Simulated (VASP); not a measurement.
Input of a VASP 6.6.1 run:

The input POSCAR:

```
MgRh
1.0
    3.1399836243      0.0000000000      0.0000000000
    0.0000000000      3.1399836243      0.0000000000
    0.0000000000      0.0000000000      3.1399836243
Mg Rh
1 1
Direct
    0.0000000000      0.0000000000      0.0000000000
    0.5000000000      0.5000000000      0.5000000000
```

Contents of INCAR.step1:

```
SYSTEM = MgRh
PREC = Accurate
ENCUT = 520
ISMEAR = -1
SIGMA = 0.1
LREAL = .False.
LASPH = .True.
NELM = 80
NBANDS = 16
GGA = PE
ALGO = Normal
EDIFF = 1E-4
LWAVE = .True.
LCHARG = .False.
```

INCAR.step2

```
SYSTEM = MgRh
PREC = Accurate
ENCUT = 520
EDIFF = 1E-6
ISMEAR = -1
SIGMA = 0.1
LREAL = .False.
LASPH = .True.
NELM = 80
ALGO = Normal
ISIF = 2
LWAVE = .False.
LCHARG = .False.
METAGGA = R2SCAN
LMIXTAU = .True.
NBANDS = 16
ISTART = 1
```

KPOINTS

```
regular mesh
0
Gamma
  7 7 7
  0 0 0
```

Potentials or basis: VASP PAW PBE potentials, release 64 (Mg, Rh_pv).

The run is started by

```sh
$ cat potpaw_PBE.64/Mg/POTCAR potpaw_PBE.64/Rh_pv/POTCAR > POTCAR
$ cp INCAR.step1 INCAR
$ mpirun -np 1 vasp_std > vasp.out
$ cp INCAR.step2 INCAR
$ mpirun -np 1 vasp_std > vasp.out
```

(1) Estimate the pressure.

## Answers

(1) -5.5 GPa.

Caveat: the PAW data sets were made with another functional, which shifts forces and pressure a little.
